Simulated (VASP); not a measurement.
# Ni (P6_3/mmc) in VASP: further runs, part 2 of 2

VASP 6.6.1. Earlier steps stand in the parts before.

## Step 3: Single point, BLYP (11.43 Å³/atom)

This run uses another cell than the first one, of 11.43 Å³/atom.

Contents of INCAR:

```
SYSTEM = Ni
PREC = Accurate
ENCUT = 520
EDIFF = 1E-6
ISMEAR = -1
SIGMA = 0.1
LREAL = .False.
LASPH = .True.
NELM = 100
ALGO = Normal
ISIF = 2
LWAVE = .False.
LCHARG = .False.
GGA = B5
ALDAX = 1.0
AGGAX = 1.0
AGGAC = 1.0
ALDAC = 0.0
NBANDS = 28
```

Contents of KPOINTS:

```
regular mesh
0
Gamma
  16 16 5
  0 0 0
```

Contents of POSCAR:

```
Ni
1.0
    2.5250704391      0.0000000000      0.0000000000
   -1.2625352196      2.1867751466      0.0000000000
    0.0000000000      0.0000000000      8.2800602659
Ni
4
Direct
    0.0000000000      1.0000000000      0.0000000000
    0.0000000000      1.0000000000      0.5000000000
    0.3333333333      0.6666666667      0.2500000000
    0.6666666667      0.3333333333      0.7500000000
```

Potentials or basis: VASP PAW PBE potentials, release 64 (Ni).

Run with:

```sh
> cat potpaw_PBE.64/Ni/POTCAR > POTCAR
> mpirun -np 1 vasp_std > vasp.out
```

OUTCAR:

```text
SYSTEM = Ni
   PREC = Accurate
   ENCUT = 520
   EDIFF = 1E-6
   ISMEAR = -1
   LREAL = .False.
   LASPH = .True.
   NELM = 100
   ISIF = 2
   GGA = B5

 ion  position               nearest neighbor table
   1  0.000  0.000  0.000-   3 2.53   4 2.53   4 2.53   3 2.53   4 2.53   3 2.53
   2  0.000  0.000  0.500-   3 2.53   4 2.53   4 2.53   3 2.53   4 2.53   3 2.53
   3  0.333  0.667  0.250-   1 2.53   2 2.53   1 2.53   2 2.53   1 2.53   2 2.53
   4  0.667  0.333  0.750-   1 2.53   2 2.53   1 2.53   2 2.53   1 2.53   2 2.53

  LATTYP: Found a hexagonal cell.
 ALAT       =     2.5250704391
 C/A-ratio  =     3.2791403114
[... 944 lines left out ...]
  --------------------------------------------------------------------------------------
  -------------------------------------------------------------------------------------
  Total        0.0851545      0.0851545      0.0611233     -0.0000000      0.0000000      0.0000000
  in kB        2.9840557      2.9840557      2.1419356     -0.0000000      0.0000000      0.0000000
  external PRESSURE =       2.7033490 kB  Pullay stress =       0.0000000 kB

 VOLUME and BASIS-vectors are now :
 -----------------------------------------------------------------------------
  energy-cutoff  :      520.00
  volume of cell :       45.72
      direct lattice vectors                 reciprocal lattice vectors
     2.525070439  0.000000000  0.000000000     0.396028556  0.228647193  0.000000000
    -1.262535220  2.186775147  0.000000000     0.000000000  0.457294387  0.000000000
     0.000000000  0.000000000  8.280060266     0.000000000  0.000000000  0.120772068

 POSITION                                       TOTAL-FORCE (eV/Angst)
 -----------------------------------------------------------------------------------
      0.00000      0.00000      0.00000        -0.000000     -0.000000     -0.000000
      0.00000      0.00000      4.14003        -0.000000     -0.000000     -0.000000
     -0.00000      1.45785      2.07002        -0.000000      0.000000     -0.000000
      1.26254      0.72893      6.21005         0.000000     -0.000000      0.000000
 -----------------------------------------------------------------------------------
    total drift:                                0.000000     -0.000000      0.000000

  FREE ENERGIE OF THE ION-ELECTRON SYSTEM (eV)
  ---------------------------------------------------
  free  energy   TOTEN  =       -18.3842092709 eV

  energy  without entropy=      -18.0132256210  energy(sigma->0) =      -18.19871745
```

stdout:

```text
POSCAR found type information on POSCAR Ni
 POSCAR found :  1 types and       4 ions
 scaLAPACK will be used
 -----------------------------------------------------------------------------
|                                                                             |
|                                                                             |
|     You enforced a specific xc type in the INCAR file but a different       |
|     I HOPE YOU KNOW WHAT YOU ARE DOING!                                     |
|                                                                             |
 -----------------------------------------------------------------------------

 LDA part: xc-table for (Slater(with rela. corr.)+VWN5), standard interpolation
 POSCAR, INCAR and KPOINTS ok, starting setup
 FFT: planning ... GRIDC
 FFT: planning ... GRID_SOFT
 FFT: planning ... GRID
 WAVECAR not read
 entering main loop
```

It took 72 s on 1 thread of Intel Xeon 6975P-C (Granite Rapids), shared host; peak memory 0.22 GiB.

Results:

* Free energy: -18.3842 eV
* Pressure: 0.3 GPa
* Band gap on the k mesh: zero (bands 20 and 21 overlap by 0.54 eV)

Caveat: the PAW data sets were made with another functional, which shifts forces and pressure a little; the run has no spin polarisation, though such a crystal can be magnetic.

## Step 4: Single point, BLYP (11.89 Å³/atom)

This run uses another cell than the first one, of 11.89 Å³/atom.

Contents of INCAR:

```
PREC = Accurate ; ENCUT = 520
EDIFF = 1E-7 ; ISMEAR = -1
SIGMA = 0.1 ; LREAL = F
LASPH = T ; NELM = 80
ALGO = Normal ; ISIF = 2
LWAVE = F ; LCHARG = T
GGA = B5 ; ALDAX = 1.0
AGGAX = 1.0 ; AGGAC = 1.0
ALDAC = 0.0 ; LELF = T
LVHAR = T ; NBANDS = 28
```

Contents of KPOINTS:

```
Automatic mesh
0
Gamma
  16 16 5
```

Contents of POSCAR:

```
Ni
1.0
    2.5582988607      0.0000000000      0.0000000000
   -1.2791494304      2.2155518038      0.0000000000
    0.0000000000      0.0000000000      8.3890209226
Ni
4
Direct
    0.0000000000      1.0000000000      0.0000000000
    0.0000000000      1.0000000000      0.5000000000
    0.3333333333      0.6666666667      0.2500000000
    0.6666666667      0.3333333333      0.7500000000
```

Run with:

```sh
> cat potpaw_PBE.64/Ni/POTCAR > POTCAR
> mpirun -np 1 vasp_std > vasp.out
```

Run time: 83 s. Hardware: 1 thread of Intel Xeon 6975P-C (Granite Rapids), shared host; peak memory 0.21 GiB.

Results (log left out):

* Free energy: -18.3515 eV
* Pressure: -5.8 GPa
* Band gap on the k mesh: zero (bands 20 and 21 overlap by 0.51 eV)

Stress tensor (GPa, compression positive):
```
-5.76  0.00  0.00
 0.00 -5.76  0.00
 0.00  0.00 -5.83
```

Levels at points of the mesh, in eV from the Fermi level:
```tsv
k point	band 16	band 17	band 18	band 19	band 20	band 21	band 22	band 23	band 24	band 25
(0.00, 0.00, 0.00)	-0.88	-0.88	-0.62	-0.62	-0.42	-0.42	-0.10	-0.10	0.20	5.41
(0.50, 0.00, 0.00)	-0.02	0.00	0.06	0.06	0.08	0.71	1.68	2.51	3.02	6.25
```

Caveat: the cell stands under tension; the PAW data sets were made with another functional, which shifts forces and pressure a little; the run has no spin polarisation, though such a crystal can be magnetic.

## Step 5: Overview

| cell | gap on the mesh (eV) | pressure (GPa) |
| --- | --- | --- |
| a = 2.491, b = 2.491, c = 8.168 Å, angles 90.0, 90.0, 120.0°, 4 atoms | none | 7.9 |
| a = 2.525, b = 2.525, c = 8.280 Å, angles 90.0, 90.0, 120.0°, 4 atoms | none | 0.3 |
| a = 2.558, b = 2.558, c = 8.389 Å, angles 90.0, 90.0, 120.0°, 4 atoms | none | -5.8 |

Alike in all rows: task single point; level BLYP; potentials or basis VASP PAW PBE potentials, release 64 (Ni); no spin polarisation; k mesh 16 × 16 × 5; cutoff (eV) 520; smearing fermi-dirac 0.1 eV.

Caveats: the PAW data sets were made with another functional, which shifts forces and pressure a little; the run has no spin polarisation, though such a crystal can be magnetic; the cell stands under pressure (at least some runs); the cell stands under tension (at least some runs).

Absolute energies hang on the potentials; compare differences alone.
